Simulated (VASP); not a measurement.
Input of a VASP 6.6.1 run:

Contents of INCAR:

```
PREC = Accurate
ENCUT = 600
EDIFF = 1E-7
ISMEAR = 0
SIGMA = 0.1
LREAL = F
LASPH = T
NELM = 100
ALGO = Normal
ISIF = 3
LWAVE = F
LCHARG = F
GGA = PE
IBRION = 2
NSW = 90
EDIFFG = -0.04
```

File KPOINTS:

```
Automatic mesh
0
Gamma
  4 4 4
```

Contents of POSCAR:

```
Ba3HfO
1.0
    4.8703367500      0.0000000000      0.0000000000
    0.0000000000      4.8703367500      0.0000000000
    0.0000000000      0.0000000000      6.4432782800
Ba Hf O
3 1 1
Direct
    0.5000000000      0.0000000000      0.5000000000
    0.0000000000      0.5000000000      0.5000000000
    0.0000000000      0.0000000000      0.0000000000
    0.5000000000      0.5000000000      0.0000000000
    0.5000000000      0.5000000000      0.5000000000
```

Potentials or basis: VASP PAW PBE potentials, release 64 (Ba_sv, Hf_pv, O).

Command:

```sh
$ cat potpaw_PBE.64/Ba_sv/POTCAR potpaw_PBE.64/Hf_pv/POTCAR potpaw_PBE.64/O/POTCAR > POTCAR
$ mpirun -np 1 vasp_std > vasp.out
```

Estimate the relaxed volume.

34.32 Å³/atom.

Estimate the relaxed cell.

a = 6.440 Å, b = 6.440 Å, c = 4.137 Å, α = 90.00°, β = 90.00°, γ = 90.00°.

Estimate the band gap on the k mesh.

zero (bands 23 and 24 overlap by 0.37 eV).

Predict the space group after relaxing (to 0.1 Å).

P4/mmm (No. 123).

Final structure:
```yaml
crystal:
  lattice:
    - [6.44029, 0.00000, 0.00000]
    - [0.00000, 6.44029, 0.00000]
    - [0.00000, 0.00000, 4.13683]
  atoms:
    - { symbol: Ba, position: [0.50000, 0.00000, 0.50000] }
    - { symbol: Ba, position: [0.00000, 0.50000, 0.50000] }
    - { symbol: Ba, position: [0.00000, 0.00000, 0.00000] }
    - { symbol: Hf, position: [0.50000, 0.50000, 0.00000] }
    - { symbol: O, position: [0.50000, 0.50000, 0.50000] }
```

Caveat: a cell axis changed by over 15 % at a fixed basis, so the end point is rough; spin-orbit coupling is left out, which moves the levels of the heavy elements.
